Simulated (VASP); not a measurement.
A run of VASP 6.6.1 is set up as follows.

INCAR

```
SYSTEM = Au
PREC     = Accurate       ! precision mode
ENCUT    = 600            ! plane-wave cutoff, eV
EDIFF    = 1E-7           ! SCF threshold, eV
ISMEAR   = 0              ! smearing method
SIGMA    = 0.1            ! smearing width, eV
LREAL    = .False.        ! projectors in reciprocal space
LASPH    = .True.         ! aspherical terms in the spheres
NELM     = 60             ! most SCF steps
ALGO     = Fast           ! electronic algorithm
ISIF     = 3              ! what is computed and relaxed
LWAVE    = .False.        ! write WAVECAR
LCHARG   = .False.        ! write CHGCAR
GGA      = PS             ! functional
IBRION   = 2              ! ionic algorithm
NSW      = 80             ! ionic steps
EDIFFG   = -0.003         ! ionic threshold
```

File KPOINTS:

```
regular mesh
0
Gamma
  24 24 24
  0 0 0
```

POSCAR

```
Au
1.0
    0.0000000000      2.0500000000      2.0500000000
    2.0500000000      0.0000000000      2.0500000000
    2.0500000000      2.0500000000      0.0000000000
Au
1
Direct
    0.0000000000      0.0000000000      0.0000000000
```

Potentials or basis: VASP PAW PBE potentials, release 64 (Au).

Run with:

```sh
$ cat potpaw_PBE.64/Au/POTCAR > POTCAR
$ mpirun -np 1 vasp_std > vasp.out
```

Q: What does it give for the relaxed volume?

A: 17.00 Å³/atom.

Q: What does it give for the relaxed cell?

A: a = 2.886 Å, b = 2.886 Å, c = 2.886 Å, α = 60.00°, β = 60.00°, γ = 60.00°.

Step by step:
```tsv
step	energy change (eV)	largest force (eV/Å)	pressure (GPa)	volume (Å³)
1	0.0000	0.0000	-2.29	17.23
2	0.0030	0.0000	4.14	16.62
3	-0.0017	0.0000	-0.01	17.00
```

Caveat: the PAW data sets were made with another functional, which shifts forces and pressure a little.
